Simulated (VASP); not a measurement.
Crystal: SiGe4Pt.

```
Si Ge Pt
1.0
    -3.40214    3.40214    2.93420
     3.40214   -3.40214    2.93420
     3.40214    3.40214   -2.93420
Si Ge Pt
1 4 1
Direct
  0.50000 0.50000 0.00000
  0.91998 0.41998 0.83995
  0.58002 0.08002 0.16005
  0.08002 0.91998 0.50000
  0.41998 0.58002 0.50000
  0.00000 0.00000 0.00000
```

The cell was generated, and may not be a known phase.

* Program: VASP 6.6.1
* Task: relaxation of cell and atoms
* Functional: PBE
* Potentials or basis: VASP PAW PBE potentials, release 64 (Si, Ge_d, Pt)
* Cutoff: 600 eV
* k mesh: 4 × 4 × 4
* Occupations: gaussian, width 0.1 eV
* Spin: no spin polarisation

At the start: pressure -10.6 GPa; volume 22.64 Å³/atom.

Task: How do energy, volume and symmetry change on relaxing?

Result: Over 16 steps the energy falls by 212.9 meV/atom and the volume is 18.03 Å³/atom (-20.4 %); space group I422 (No. 97, to 0.1 Å) before and after.

The path:
| step | energy change (eV) | largest force (eV/Å) | pressure (GPa) | volume (Å³) |
| --- | --- | --- | --- | --- |
| 1 | 0.0000 | 0.0699 | -10.56 | 135.85 |
| 2 | -0.9059 | 0.5576 | 3.08 | 108.58 |
| 3 | -0.9407 | 0.4397 | -0.03 | 112.18 |
| 4 | -0.9835 | 0.4061 | 0.01 | 111.53 |
| 5 | -1.0998 | 0.2569 | 0.19 | 109.57 |
| 6 | -1.1726 | 0.5095 | 1.66 | 105.54 |
| 7 | -1.1840 | 0.0412 | 0.52 | 107.65 |
| 8 | -1.2020 | 0.1691 | 0.94 | 106.60 |
| 9 | -1.2276 | 0.3802 | 0.19 | 107.32 |
| 10 | -1.2276 | 0.3789 | 0.22 | 107.32 |
| 11 | -1.2535 | 0.2549 | 0.00 | 107.70 |
| 12 | -1.2754 | 0.0491 | -0.41 | 108.81 |
| 13 | -1.2770 | 0.0024 | -0.36 | 108.60 |
| 14 | -1.2770 | 0.0093 | -0.35 | 108.57 |
| 15 | -1.2770 | 0.0134 | 0.35 | 107.79 |
| 16 | -1.2775 | 0.0014 | 0.00 | 108.19 |

Final structure:
```
Si Ge Pt
1.0
    -3.01232    3.01232    2.98077
     3.01232   -3.01232    2.98077
     3.01232    3.01232   -2.98077
Si Ge Pt
1 4 1
Direct
  0.50000 0.50000 0.00000
  0.90529 0.40529 0.81057
  0.59471 0.09471 0.18943
  0.09471 0.90529 0.50000
  0.40529 0.59471 0.50000
  0.00000 0.00000 0.00000
```

Caveat: the volume moved by over 15 % at a fixed basis, so the end points are rough.
